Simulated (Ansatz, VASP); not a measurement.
**Yb3InC in VASP and in Ansatz**

```xyz
5
Lattice="5.1299 0.0000 0.0000 0.0000 5.1299 0.0000 0.0000 0.0000 5.1299" Properties=species:S:1:pos:R:3 pbc="T T T"
Yb    0.0000    2.5649    2.5649
Yb    2.5649    2.5649    0.0000
Yb    2.5649    0.0000    2.5649
In    0.0000    0.0000    0.0000
C     2.5649    2.5649    2.5649
```

Alike in both runs: task single point; functional PBE; k mesh 5 × 5 × 5; occupations fermi-dirac, width 0.05 eV; collinear spin.

|  | VASP | Ansatz |
| --- | --- | --- |
| version | VASP 6.6.1 | Ansatz 0.2.0 |
| potentials or method | VASP PAW PBE potentials, release 64 (Yb, In_d, C) | Ansatz PAW |
| plane-wave cutoff (eV) | 520 | 420 |
| valence electrons in the cell | 89 | 89 |

|  | VASP | Ansatz | Ansatz less VASP |
| --- | --- | --- | --- |
| gap on the k mesh at the Fermi level (eV) | none | none | - |
| pressure (GPa) | -5.5 | -5.0 | +0.49 |
| net moment per atom (μB) | 0.01 | 0.00 | -0.008 |

A gap of «none» marks a metal or a gap that the smearing closes.

Neither program's run includes spin-orbit coupling.
